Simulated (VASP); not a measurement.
Cu: single point with LDA

The system is Cu.

```
CELL_PARAMETERS angstrom
0.00000 1.70454 1.70454
1.70454 0.00000 1.70454
1.70454 1.70454 0.00000
ATOMIC_POSITIONS crystal
Cu 0.00000 0.00000 0.00000
```

This cell differs from its parent crystal: volume scaled by 0.91.

| Property | Result |
| --- | --- |
| Program | VASP 6.6.1 |
| Task | single point |
| Functional | LDA |
| Potentials or basis | VASP PAW LDA potentials, release 64 (Cu) |
| Cutoff | 520 eV |
| k mesh | 20 × 20 × 20 |
| Occupations | gaussian, width 0.1 eV |
| Spin | no spin polarisation |

```
Pressure : 24.1 GPa
```

Levels at points of the mesh, in eV from the Fermi level:
```tsv
k point	band 3	band 4	band 5	band 6	band 7	band 8	band 9	band 10
(0.00, 0.00, 0.00)	-3.68	-3.68	-2.59	-2.59	24.03	27.95	27.95	27.95
(0.50, 0.00, 0.00)	-3.73	-1.84	-1.84	-1.53	4.70	22.47	24.77	24.77
(0.50, 0.50, 0.00)	-1.86	-1.66	-1.66	1.35	8.43	14.42	14.42	19.55
```

Run time: 27 s on 1 thread of AMD EPYC 7R43 64-Core Processor (Zen 3) (shared host), peak memory 0.09 GiB.
